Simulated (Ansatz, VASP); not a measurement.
# Si: VASP beside Ansatz

```
CELL_PARAMETERS angstrom
0.00000 2.79902 2.79902
2.79902 0.00000 2.79902
2.79902 2.79902 0.00000
ATOMIC_POSITIONS crystal
Si 0.50000 0.50000 0.50000
Si 0.75000 0.75000 0.75000
```

Alike in both runs: task single point; functional PBE; k mesh 10 × 10 × 10; occupations gaussian, width 0.05 eV; no spin polarisation.

```csv
,VASP,Ansatz
version,VASP 6.6.1,Ansatz 0.2.0
potentials or method,"VASP PAW PBE potentials, release 64 (Si), cutoff 520 eV","scalar-relativistic, plane waves, PAW"
valence electrons in the cell,8,8
```

Ansatz gave:

| Item | Value |
| --- | --- |
| gap on the k mesh at the Fermi level (eV) | 0.73 |
| least direct gap on the mesh (eV) | 2.34 |
| pressure (GPa) | -5.3 |

Task: What did VASP give for the same quantities?

Result: gap on the k mesh at the Fermi level (eV): 0.73; least direct gap on the mesh (eV): 2.34; pressure (GPa): -5.4.
